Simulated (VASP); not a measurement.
Wanted: the native input for a VASP 6.6.1 run.

| Property | Result |
| --- | --- |
| Task | single point |
| Functional | LDA |
| Potentials or basis | VASP PAW LDA potentials, release 64 (Ta_pv, N) |
| Cutoff | 520 eV |
| k mesh | 10 × 10 × 9 |
| Occupations | fermi-dirac, width 0.05 eV |
| Spin | no spin polarisation |
| Dipole correction | no |
| Further INCAR settings | ALGO = Normal; EDIFF = 1e-06; NBANDS = 15 |

The structure of TaN lies in POSCAR:

```
TaN
1.0
    2.9380000000      0.0000000000      0.0000000000
   -1.4690000000      2.5443826363      0.0000000000
    0.0000000000      0.0000000000      2.8830000000
Ta N
1 1
Direct
    0.0000000000      0.0000000000      0.5000000000
    0.6666666667      0.3333333333      0.0000000000
```

These files were run (other wordings do the same):

INCAR

```
ALGO = Normal
EDIFF = 1E-6
ENCUT = 520
GGA = CA
ISIF = 2
ISMEAR = -1
LASPH = True
LCHARG = False
LREAL = False
LWAVE = False
NBANDS = 15
NELM = 60
PREC = Accurate
SIGMA = 0.05
```

KPOINTS

```
k-points
0
Gamma
  10 10 9
```

Potentials or basis: VASP PAW LDA potentials, release 64 (Ta_pv, N).

Launch:

```sh
$ cat potpaw_LDA.64/Ta_pv/POTCAR potpaw_LDA.64/N/POTCAR > POTCAR
$ mpirun -np 1 vasp_std > vasp.out
```

It gave:

* Pressure: -9.8 GPa
* Band gap on the k mesh: zero (band 8 reaches 8.30 eV, above the bottom of band 9 at 8.01 eV)

Caveat: spin-orbit coupling is left out, which moves the levels of the heavy elements.

Run time: 11 s on 1 thread of Intel(R) Xeon(R) Platinum 8259CL CPU @ 2.50GHz (Skylake/Cascade Lake), with other jobs on the host, peak memory 0.14 GiB.
